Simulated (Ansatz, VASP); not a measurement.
**One calculation of CaO, two programs**

```
Ca O
1.0
     0.00000    2.40356    2.40356
     2.40356    0.00000    2.40356
     2.40356    2.40356    0.00000
Ca O
1 1
Direct
  0.00000 0.00000 0.00000
  0.50000 0.50000 0.50000
```

Alike in both runs: task single point; functional PBE; k mesh 8 × 8 × 8; occupations gaussian, width 0.1 eV; no spin polarisation; Hubbard terms O p U = 8.9 eV.

```csv
,VASP,Ansatz
version,VASP 6.6.1,Ansatz 0.2.0
potentials or method,"VASP PAW PBE potentials, release 64 (Ca_sv, O), cutoff 600 eV","scalar-relativistic, plane waves, PAW"
valence electrons in the cell,16,16
```

VASP gave:

```
gap on the k mesh at the Fermi level (eV) : 3.83
least direct gap on the mesh (eV)         : 4.20
pressure (GPa)                            : 0.0
```

Question: Which values does Ansatz return?

Answer: gap on the k mesh at the Fermi level (eV): 6.29; least direct gap on the mesh (eV): 6.68; pressure (GPa): -1.7.

The programs project onto different local orbitals, so the same U acts differently, and such runs can settle in different states.
